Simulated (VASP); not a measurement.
Ba3C, 4 atoms in the cell. The structure is cubic, space group Pm-3m (No. 221). Conventional cell: a = 5.072 Å, b = 5.072 Å, c = 5.072 Å, α = 90.00°, β = 90.00°, γ = 90.00°. Ba (site symmetry 4/mmm) has 8 Ba at 3.59 Å and 4 C at 3.59 Å within 4.7 Å. C (site symmetry m-3m) has 12 Ba at 3.59 Å within 4.7 Å. 

```yaml
Program: VASP 6.6.1
Task: single point
Functional: PBE
Potentials_or_basis: VASP PAW PBE potentials, release 64 (Ba_sv, C)
Cutoff: 520 eV
k_mesh: 10 × 10 × 10
Occupations: gaussian, width 0.1 eV
Spin: no spin polarisation
Dipole_correction: no
Further_INCAR_settings: ALGO = Fast; EDIFF = 1e-07; NBANDS = 25
```

Potentials or basis: VASP PAW PBE potentials, release 64 (Ba_sv, C).

Run with:

```bash
$ cat potpaw_PBE.64/Ba_sv/POTCAR potpaw_PBE.64/C/POTCAR > POTCAR
$ mpirun -np 1 vasp_std > vasp.out
```

Hardware: 1 thread of Oxide Virtual Turin-like Processor, with other jobs on the host.

Question: Estimate the wall time of this run.

Answer: Wall time 5.5 min on 1 thread of Oxide Virtual Turin-like Processor, with other jobs on the host, peak memory 0.31 GiB. Counts: scf iterations 18, k points 56.
